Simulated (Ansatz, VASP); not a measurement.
BaTiO3: VASP beside Ansatz

```
Ba Ti O
1.0
    -4.05224    0.00000   -4.05224
     0.00000   -4.05224    0.00000
    -4.05224    0.00000    4.05224
Ba Ti O
2 2 6
Direct
  0.00000 0.00000 0.00000
  0.50000 0.00000 0.50000
  0.00000 0.50000 0.50000
  0.50000 0.50000 0.00000
  0.75000 0.50000 0.25000
  0.25000 0.50000 0.75000
  0.00000 0.00000 0.50000
  0.50000 0.00000 0.00000
  0.75000 0.50000 0.75000
  0.25000 0.50000 0.25000
```

Alike in both runs: task single point; functional r2SCAN; k mesh 5 × 6 × 5; no spin polarisation.

|  | VASP | Ansatz |
| --- | --- | --- |
| version | VASP 6.6.1 | Ansatz 0.2.0 |
| potentials or method | VASP PAW PBE potentials, release 64 (Ba_sv, Ti_sv, O), cutoff 520 eV | PAW plane waves |
| occupations | fermi-dirac, width 0.1 eV | fermi-dirac |
| valence electrons in the cell | 80 | 80 |

```csv
,VASP,Ansatz,Ansatz less VASP
pressure (GPa),-5.4,-7.1,-1.72
```

VASP's potentials were made for PBE, not for r2SCAN.

Neither program's run includes spin-orbit coupling.
